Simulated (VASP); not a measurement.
A run of VASP 6.6.1 is set up as follows.

File INCAR:

```
ALGO     = Normal         # electronic algorithm
DIPOL    = 0.5 0.5 0.500
EDIFF    = 1E-7           # SCF threshold, eV
ENCUT    = 520            # plane-wave cutoff, eV
GGA      = PS             # functional
IDIPOL   = 3            
ISIF     = 2              # what is computed and relaxed
ISMEAR   = 0              # smearing method
LASPH    = True           # aspherical terms in the spheres
LCHARG   = False          # write CHGCAR
LDIPOL   = True         
LREAL    = False          # projectors in reciprocal space
LWAVE    = False          # write WAVECAR
NBANDS   = 42             # bands
NELM     = 80             # most SCF steps
PREC     = Accurate       # precision mode
SIGMA    = 0.05           # smearing width, eV
```

Contents of KPOINTS:

```
k-points
0
Gamma
  6 6 1
```

Contents of POSCAR:

```
Cd4Te3
1.0
    4.5886584767      0.0000000000      0.0000000000
    0.0000000000      4.5886584767      0.0000000000
    0.0000000000      0.0000000000     24.7340145762
Cd Te
4 3
Direct
    0.5000000000      0.5000000000      0.2987909193
    0.0000000000      0.0000000000      0.4340027265
    0.5000000000      0.5000000000      0.5659972605
    0.0000000000      0.0000000000      0.7012090483
    0.5000000000      0.0000000000      0.3668882306
    0.0000000000      0.5000000000      0.5000000132
    0.5000000000      0.0000000000      0.6331118016
```

Potentials or basis: VASP PAW PBE potentials, release 64 (Cd, Te).

Launch:

```sh
$ cat potpaw_PBE.64/Cd/POTCAR potpaw_PBE.64/Te/POTCAR > POTCAR
$ mpirun -np 1 vasp_std > vasp.out
```

Estimate the band gap on the k mesh.

zero (band 33 reaches -0.67 eV, above the bottom of band 34 at -1.07 eV).

Predict the largest force.

0.022 eV/Å.

Forces on the atoms (eV/Å):
```
Cd   0.000  0.000 -0.022
Cd   0.000  0.000  0.000
Cd   0.000  0.000  0.000
Cd   0.000  0.000  0.022
Te   0.000  0.000  0.000
Te   0.000  0.000  0.000
Te   0.000  0.000  0.000
```

Caveat: the PAW data sets were made with another functional, which shifts forces and pressure a little; spin-orbit coupling is left out, which moves the levels of the heavy elements.
